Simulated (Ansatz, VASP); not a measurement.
TaN in VASP and in Ansatz

Contents of INCAR:

```
PREC     = Accurate       # precision mode
ENCUT    = 520            # plane-wave cutoff, eV
EDIFF    = 1E-7           # SCF threshold, eV
ISMEAR   = 0              # smearing method
SIGMA    = 0.05           # smearing width, eV
LREAL    = False          # projectors in reciprocal space
LASPH    = True           # aspherical terms in the spheres
NELM     = 150            # most SCF steps
ALGO     = Normal         # electronic algorithm
ISIF     = 2              # what is computed and relaxed
LWAVE    = False          # write WAVECAR
LCHARG   = True           # write CHGCAR
ISPIN    = 2              # spin polarisation
MAGMOM   = 0 0 0 0 0 0    # initial moments
LORBIT   = 11             # projections on sites
LMAXMIX  = 4              # l up to which the mixer works
GGA      = PE             # functional
LELF     = True           # ELF
LVHAR    = True         
NBANDS   = 37             # bands
```

The input KPOINTS:

```
Automatic mesh
0
Gamma
  4 4 7
```

The input POSCAR:

```
TaN
1.0
    5.1850002000      0.0000000000      0.0000000000
   -2.5925001000      4.4903418900      0.0000000000
    0.0000000000      0.0000000000      2.9080005300
Ta N
3 3
Direct
    0.0000000000      0.0000000000      0.0000000000
    0.3333333333      0.6666666667      0.5000000000
    0.6666666667      0.3333333333      0.5000000000
    0.5000000000      0.0000000000      0.0000000000
    0.5000000000      0.5000000000      0.0000000000
    0.0000000000      0.5000000000      0.0000000000
```

Input for Ansatz:

```yaml
crystal:
  lattice:
    - [5.1850002, 0.0, 0.0]
    - [-2.5925001, 4.49034189, 0.0]
    - [0.0, 0.0, 2.90800053]
  atoms:
    - { symbol: Ta, position: [0.0, 0.0, 0.0], spin: 2.0 }
    - { symbol: Ta, position: [0.3333333333, 0.6666666667, 0.5], spin: 2.0 }
    - { symbol: Ta, position: [0.6666666667, 0.3333333333, 0.5], spin: 2.0 }
    - { symbol: "N", position: [0.5, 0.0, 0.0] }
    - { symbol: "N", position: [0.5, 0.5, 0.0] }
    - { symbol: "N", position: [0.0, 0.5, 0.0] }
basis:
  ecutwfc: 420
  ecutrho_ratio: 4
kpoints:
  mp_grid: { grid: [4, 4, 7] }
hamiltonian:
  xc: pbe
  hubbard:
    sites:
      - { site: 0, l: d, u_eff: 0.0, starting_ns: [{ spin: up, occupation_matrix: s0up }, { spin: down, occupation_matrix: s0down }] }
      - { site: 1, l: d, u_eff: 0.0, starting_ns: [{ spin: up, occupation_matrix: s1up }, { spin: down, occupation_matrix: s1down }] }
      - { site: 2, l: d, u_eff: 0.0, starting_ns: [{ spin: up, occupation_matrix: s2up }, { spin: down, occupation_matrix: s2down }] }
    occupation_matrices:
      s0up:
        matrix:
          - [0.20926, 0.30434, -0.06073, -0.06792, 0.20749]
          - [0.30434, 0.5463, 0.05517, -0.01019, 0.35668]
          - [-0.06073, 0.05517, 0.6724, 0.43197, 0.02878]
          - [-0.06792, -0.01019, 0.43197, 0.3102, -0.01266]
          - [0.20749, 0.35668, 0.02878, -0.01266, 0.26184]
      s0down:
        matrix:
          - [0.02, 0.0, 0.0, 0.0, 0.0]
          - [0.0, 0.02, 0.0, 0.0, 0.0]
          - [0.0, 0.0, 0.02, 0.0, 0.0]
          - [0.0, 0.0, 0.0, 0.02, 0.0]
          - [0.0, 0.0, 0.0, 0.0, 0.02]
      s1up:
        matrix:
          - [0.03704, 0.03955, 0.0, 0.11422, -0.0359]
          - [0.03955, 0.80471, 0.32545, 0.08892, 0.11963]
          - [0.0, 0.32545, 0.17285, -0.08271, 0.09531]
          - [0.11422, 0.08892, -0.08271, 0.83032, -0.29222]
          - [-0.0359, 0.11963, 0.09531, -0.29222, 0.15508]
      s1down:
        matrix:
          - [0.02, 0.0, 0.0, 0.0, 0.0]
          - [0.0, 0.02, 0.0, 0.0, 0.0]
          - [0.0, 0.0, 0.02, 0.0, 0.0]
          - [0.0, 0.0, 0.0, 0.02, 0.0]
          - [0.0, 0.0, 0.0, 0.0, 0.02]
      s2up:
        matrix:
          - [0.67874, -0.28234, -0.00505, 0.02481, -0.33393]
          - [-0.28234, 0.14115, -0.00787, -0.0165, 0.14272]
          - [-0.00505, -0.00787, 0.72699, 0.41322, 0.03108]
          - [0.02481, -0.0165, 0.41322, 0.26269, 0.0041]
          - [-0.33393, 0.14272, 0.03108, 0.0041, 0.19042]
      s2down:
        matrix:
          - [0.02, 0.0, 0.0, 0.0, 0.0]
          - [0.0, 0.02, 0.0, 0.0, 0.0]
          - [0.0, 0.0, 0.02, 0.0, 0.0]
          - [0.0, 0.0, 0.0, 0.02, 0.0]
          - [0.0, 0.0, 0.0, 0.0, 0.02]
    ns_hold: { iters: 12 }
scf:
  occupations: { method: gaussian, width: 0.05 }
  lower_state_search: "off"
  max_iter: 150
output:
  forces: true
  stress: true
  eigenvalues: true
  populations: true
  hubbard: { sites: [{ site: 0, l: d }, { site: 1, l: d }, { site: 2, l: d }] }
  write_density: true
  write_potential: true
  elf: true
  volumetric_format: npy
magnetization:
  spin_polarized: true
```

Alike in both runs: task single point; functional PBE; k mesh 4 × 4 × 7; occupations gaussian, width 0.05 eV; collinear spin.

|  | VASP | Ansatz |
| --- | --- | --- |
| version | VASP 6.6.1 | Ansatz 0.2.0 |
| potentials or method | VASP PAW PBE potentials, release 64 (Ta_pv, N), cutoff 520 eV | scalar-relativistic, plane waves, PAW |
| valence electrons in the cell | 48 | 54 |

```tsv
	VASP	Ansatz	Ansatz less VASP
gap on the k mesh at the Fermi level (eV)	none	none	-
pressure (GPa)	11.3	10.4	-0.84
traceless stress, the component that is largest in VASP (GPa)	-0.79	-0.96	-0.176
net moment per atom (μB)	0.00	0.00	0.000
```

A gap of «none» marks a metal or a gap that the smearing closes. With one functional, cell and mesh, what is left measures potentials, basis and numerics. VASP's potentials hold 48 valence electrons a cell and Ansatz's 54, so a difference there can come from the potentials and not from the codes. Ansatz's warnings: seeded moment not kept, specified occupation not kept, symmetry narrowed by occupation matrices.

Spin-orbit coupling is off throughout.
